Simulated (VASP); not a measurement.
# BAs in VASP: a series of runs, part 2 of 2

VASP 6.6.1. Earlier steps stand in the parts before.

**6. Single point, LDA (volume scaled by 1.025)**

INCAR reads:

```
PREC = Accurate ; ENCUT = 520
EDIFF = 1E-6 ; ISMEAR = -1
SIGMA = 0.01 ; LREAL = False
LASPH = True ; NELM = 80
ALGO = Normal ; ISIF = 2
LWAVE = False ; LCHARG = False
NBANDS = 11
```

KPOINTS reads:

```
Automatic mesh
0
Gamma
  11 11 11
```

POSCAR reads:

```
BAs
1.0
    0.0000000000      2.4295421758      2.4295421758
    2.4295421758      0.0000000000      2.4295421758
    2.4295421758      2.4295421758      0.0000000000
B As
1 1
Direct
    0.7500000000      0.7500000000      0.7500000000
    0.0000000000      0.0000000000      0.0000000000
```

Potentials or basis: VASP PAW LDA potentials, release 64 (B, As).

The run is started by

```bash
cat potpaw_LDA.64/B/POTCAR potpaw_LDA.64/As/POTCAR > POTCAR
mpirun -np 1 vasp_std > vasp.out
```

OUTCAR:

```text
PREC = Accurate
   ENCUT = 520
   EDIFF = 1E-6
   ISMEAR = -1
   LREAL = False
   LASPH = True
   NELM = 80
   ISIF = 2

 ion  position               nearest neighbor table
   1  0.750  0.750  0.750-   2 2.10   2 2.10   2 2.10   2 2.10
   2  0.000  0.000  0.000-   1 2.10   1 2.10   1 2.10   1 2.10

  LATTYP: Found a face centered cubic cell.
 ALAT       =     4.8590843516

  Lattice vectors:

 A1 = (   0.0000000000,   2.4295421758,   2.4295421758)
 A2 = (   2.4295421758,   0.0000000000,   2.4295421758)
 A3 = (   2.4295421758,   2.4295421758,   0.0000000000)

Analysis of symmetry for initial positions (statically):
=====================================================================
 Subroutine PRICEL returns:
 Original cell was already a primitive cell.

 Routine SETGRP: Setting up the symmetry group for a
 face centered cubic supercell.

 Subroutine GETGRP returns: Found 24 space group operations
 (whereof 24 operations were pure point group operations)
 out of a pool of 48 trial point group operations.

The static configuration has the point symmetry T_d .

Analysis of symmetry for dynamics (positions and initial velocities):
=====================================================================
 Subroutine PRICEL returns:
 Original cell was already a primitive cell.

 Routine SETGRP: Setting up the symmetry group for a
 face centered cubic supercell.

 Subroutine GETGRP returns: Found 24 space group operations
 (whereof 24 operations were pure point group operations)
 out of a pool of 48 trial point group operations.

The dynamic configuration has the point symmetry T_d .

 Subroutine INISYM returns: Found 24 space group operations
 (whereof 24 operations are pure point group operations),
 and found     1 'primitive' translations

----------------------------------------------------------------------------------------

                                     Primitive cell

  volume of cell :      28.6816

  direct lattice vectors                    reciprocal lattice vectors
     0.000000000  2.429542176  2.429542176    -0.205800091  0.205800091  0.205800091
     2.429542176  0.000000000  2.429542176     0.205800091 -0.205800091  0.205800091
     2.429542176  2.429542176  0.000000000     0.205800091  0.205800091 -0.205800091

  length of vectors
     3.435891495  3.435891495  3.435891495     0.356456213  0.356456213  0.356456213

  position of ions in fractional coordinates (direct lattice)
     0.750000000  0.750000000  0.750000000
     0.000000000  0.000000000  0.000000000

  ion indices of the primitive-cell ions
   primitive index   ion index
                 1           1
                 2           2

----------------------------------------------------------------------------------------

 KPOINTS: Automatic mesh

Automatic generation of k-mesh.
 Grid dimensions read from file:
 generate k-points for:   11   11   11

 Generating k-lattice:

  Cartesian coordinates                     Fractional coordinates (reciprocal lattice)
    -0.018709099  0.018709099  0.018709099     0.090909091  0.000000000  0.000000000
     0.018709099 -0.018709099  0.018709099     0.000000000  0.090909091  0.000000000
     0.018709099  0.018709099 -0.018709099     0.000000000  0.000000000  0.090909091

  Length of vectors
     0.032405110  0.032405110  0.032405110

  Shift w.r.t. Gamma in fractional coordinates (k-lattice)
     0.000000000  0.000000000  0.000000000

 Subroutine IBZKPT returns following result:
 ===========================================

 Found     56 irreducible k-points:

 Following reciprocal coordinates:
            Coordinates               Weight
  0.000000  0.000000  0.000000      1.000000
  0.090909  0.000000  0.000000      8.000000
  0.181818  0.000000  0.000000      8.000000
  0.272727  0.000000  0.000000      8.000000
  0.363636  0.000000  0.000000      8.000000
  0.454545  0.000000  0.000000      8.000000
[... 16 lines left out ...]
 -0.272727  0.181818  0.000000     24.000000
 -0.181818  0.181818  0.000000     12.000000
 [... further k-points ...]
   k-points           NKPTS =     56   k-points in BZ     NKDIM =     56   number of bands    NBANDS=     11
   number of dos      NEDOS =    301   number of ions     NIONS =      2
   total plane-waves  NPLWV =  21952
   dimension x,y,z NGX =    28 NGY =   28 NGZ =   28
   dimension x,y,z NGXF=    56 NGYF=   56 NGZF=   56
   ions per type =               1   1
   NGX,Y,Z   is equivalent  to a cutoff of  13.55, 13.55, 13.55 a.u.
   NGXF,Y,Z  is equivalent  to a cutoff of  27.10, 27.10, 27.10 a.u.
 SYSTEM =  unknown system
   PREC   = accura    normal or accurate (medium, high low for compatibility)
   ISTART =      0    job   : 0-new  1-cont  2-samecut
   ICHARG =      2    charge: 1-file 2-atom 10-const
   ISPIN  =      1    spin polarized calculation?
   LNONCOLLINEAR =      F non collinear calculations
   LSORBIT =      F    spin-orbit coupling
   LASPH  =      T    aspherical Exc in radial PAW
   ENCUT  =  520.0 eV  38.22 Ry    6.18 a.u.   6.39  6.39  6.39*2*pi/ulx,y,z
   NELM   =     80;   NELMIN=  2; NELMDL= -5     # of ELM steps
   EDIFF  = 0.1E-05   stopping-criterion for ELM
   LREAL  =      F    real-space projection
   EDIFFG = 0.1E-04   stopping-criterion for IOM
   NSW    =      0    number of steps for IOM
   IBRION =     -1    ionic relax: 0-MD 1-quasi-New 2-CG
   NFREE  =      0    steps in history (QN), initial steepest desc. (CG)
   ISIF   =      2    stress and relaxation
   ISYM   =      2    0-nonsym 1-usesym 2-fastsym
   POTIM  = 0.5000    time-step for ionic-motion
   TEBEG  =    0.0;   TEEND  =   0.0 temperature during run
   PSTRESS=    0.0 pullay stress
   NELECT =       8.0000    total number of electrons
   NUPDOWN=      -1.0000    fix difference up-down
   EMIN   =  10.00;   EMAX   =-10.00  energy-range for DOS
   EFERMI =   0.00;   METHOD = LEGACY
   ISMEAR =    -1;   SIGMA  =   0.01  broadening in eV -4-tet -1-fermi 0-gaus
   EFERMI_NEDOS =   21; number of points for ismear=-14 and -15
   IALGO  =     38    algorithm
   IMIX   =      4    mixing-type and parameters
     AMIX     =   0.40;   BMIX     =  1.00
     AMIX_MAG =   1.60;   BMIX_MAG =  1.00
  volume/ion in A,a.u.               =      14.34        96.78
  Fermi-wavevector in a.u.,A,eV,Ry     =   1.069639  2.021324 15.566788  1.144127
  Thomas-Fermi vector in A             =   2.205324
   LORBIT       =      0    0 simple, 1 ext, 2 COOP (PROOUT), +10 PAW based schemes
   GGA     = CA    functional components
   LHFCALC =     F    Hartree Fock is set to
   AEXX    =    0.0000 exact exchange contribution
   IVDW    =     0    specifies the selected vdW correction
   LEPSILON=     F    determine dielectric tensor
   LRPA    =     F    only Hartree local field effects (RPA)
 non-spin polarized calculation
  energy-cutoff  :      520.00
  volume of cell :       28.68
 maximum number of plane-waves:       785
 NGX is ok and might be reduce to    28
   NGX = 13   NGY = 13   NGZ = 13

 number of electron       7.9999999 magnetization

 Free energy of the ion-electron system (eV)
  ---------------------------------------------------
  ext. energy  EPLUGINS =         0.00000000
  ---------------------------------------------------
  free energy    TOTEN  =       -12.86511968 eV

  energy without entropy =      -12.86511968  energy(sigma->0) =      -12.86511968

 E-fermi :   5.8166     XC(G=0): -10.5727

 val. band max:        5.5925795246   @ k =   0.0000   0.0000   0.0000
 cond. band min:       6.7853945767   @ k =   0.3636   0.3636   0.0000
 fundamental gap:      1.1928150521
 Fermi energy:         5.8165960400

 k-point     1 :       0.0000    0.0000    0.0000
  band No.  band energies     occupation
      1      -9.3319      2.00000
      2       5.5926      2.00000
      3       5.5926      2.00000
      4       5.5926      2.00000
      5       8.7780      0.00000
      6       8.7780      0.00000
      7       8.7780      0.00000
      8       9.6440      0.00000
      9      14.7003      0.00000
     10      18.4161      0.00000
     11      18.4161      0.00000
[... 309 lines left out ...]
 k-point    24 :      -0.1818    0.1818    0.0000
  band No.  band energies     occupation
      1      -8.0050      2.00000
      2       0.7570      2.00000
      3       2.1299      2.00000
      4       4.5780      2.00000
      5       9.3260      0.00000
      6      10.2408      0.00000
      7      11.0157      0.00000
      8      12.2438      0.00000
      9      15.3505      0.00000
     10      17.5527      0.00000
     11      18.5513      0.00000

 [... further k-points ...]
[... 5 lines left out ...]
  --------------------------------------------------------------------------------------
  -------------------------------------------------------------------------------------
  Total       -1.6582267     -1.6582267     -1.6582267     -0.0000000      0.0000000     -0.0000000
  in kB      -92.6298933    -92.6298933    -92.6298933     -0.0000000      0.0000000     -0.0000000
  external PRESSURE =     -92.6298933 kB  Pullay stress =       0.0000000 kB

 VOLUME and BASIS-vectors are now :
 -----------------------------------------------------------------------------
  energy-cutoff  :      520.00
  volume of cell :       28.68
      direct lattice vectors                 reciprocal lattice vectors
     0.000000000  2.429542176  2.429542176    -0.205800091  0.205800091  0.205800091
     2.429542176  0.000000000  2.429542176     0.205800091 -0.205800091  0.205800091
     2.429542176  2.429542176  0.000000000     0.205800091  0.205800091 -0.205800091

 POSITION                                       TOTAL-FORCE (eV/Angst)
 -----------------------------------------------------------------------------------
      3.64431      3.64431      3.64431         0.000000      0.000000      0.000000
      0.00000      0.00000      0.00000        -0.000000     -0.000000     -0.000000
 -----------------------------------------------------------------------------------
    total drift:                               -0.000000     -0.000000     -0.000000

  FREE ENERGIE OF THE ION-ELECTRON SYSTEM (eV)
  ---------------------------------------------------
  free  energy   TOTEN  =       -12.8651196802 eV

  energy  without entropy=      -12.8651196802  energy(sigma->0) =      -12.86511968
```

OSZICAR:

```text
N       E                     dE             d eps       ncg     rms          rms(c)
DAV:   1     0.789977401066E+01    0.78998E+01   -0.36754E+03  1232   0.621E+02
DAV:   2    -0.128415112108E+02   -0.20741E+02   -0.19768E+02  1637   0.105E+02
DAV:   3    -0.134837935365E+02   -0.64228E+00   -0.64102E+00  1559   0.149E+01
DAV:   4    -0.134855048904E+02   -0.17114E-02   -0.17112E-02  1346   0.904E-01
DAV:   5    -0.134855079565E+02   -0.30661E-05   -0.30660E-05  1519   0.404E-02    0.465E+00
DAV:   6    -0.129442262633E+02    0.54128E+00   -0.15170E+00  1310   0.478E+00    0.220E+00
DAV:   7    -0.128774401316E+02    0.66786E-01   -0.15461E-01  1444   0.199E+00    0.861E-01
DAV:   8    -0.128650908767E+02    0.12349E-01   -0.21581E-02  1415   0.763E-01    0.922E-02
DAV:   9    -0.128651106121E+02   -0.19735E-04   -0.76704E-04  1346   0.164E-01    0.510E-02
DAV:  10    -0.128651184034E+02   -0.77913E-05   -0.76999E-05  1304   0.498E-02    0.117E-02
DAV:  11    -0.128651198074E+02   -0.14040E-05   -0.14796E-06  1466   0.803E-03    0.103E-02
DAV:  12    -0.128651196802E+02    0.12715E-06   -0.81068E-07   646   0.374E-03
   1 F= -.12865120E+02 E0= -.12865120E+02  d E =-.196926E-12
```

It took 27 s on 1 thread of Intel Xeon 8259CL, shared host; peak memory 0.15 GiB.

Results:

| Property | Result |
| --- | --- |
| Free energy | -12.8651 eV |
| Pressure | -9.3 GPa |
| Band gap on the k mesh | 1.19 eV, indirect (least direct gap 3.19 eV) |

**7. Summary**

| cell | gap on the mesh (eV) | pressure (GPa) |
| --- | --- | --- |
| a = 3.435, b = 3.435, c = 3.358 Å, angles 60.7, 60.7, 58.5°, 2 atoms | 0.85 | -6.5 |
| a = 3.350 Å, angles 60.0°, 2 atoms | 1.13 | 0.4 |
| a = 3.379 Å, angles 60.0°, 2 atoms | 1.15 | -3.2 |
| a = 3.408 Å, angles 60.0°, 2 atoms | 1.17 | -6.5 |
| a = 3.436 Å, angles 60.0°, 2 atoms | 1.19 | -9.3 |

Alike in all rows: task single point; level LDA; potentials or basis VASP PAW LDA potentials, release 64 (B, As); no spin polarisation; k mesh 11 × 11 × 11; cutoff (eV) 520; smearing fermi-dirac 0.01 eV.

Total energies depend on the potentials used, so only differences within one code and one set of settings carry meaning.
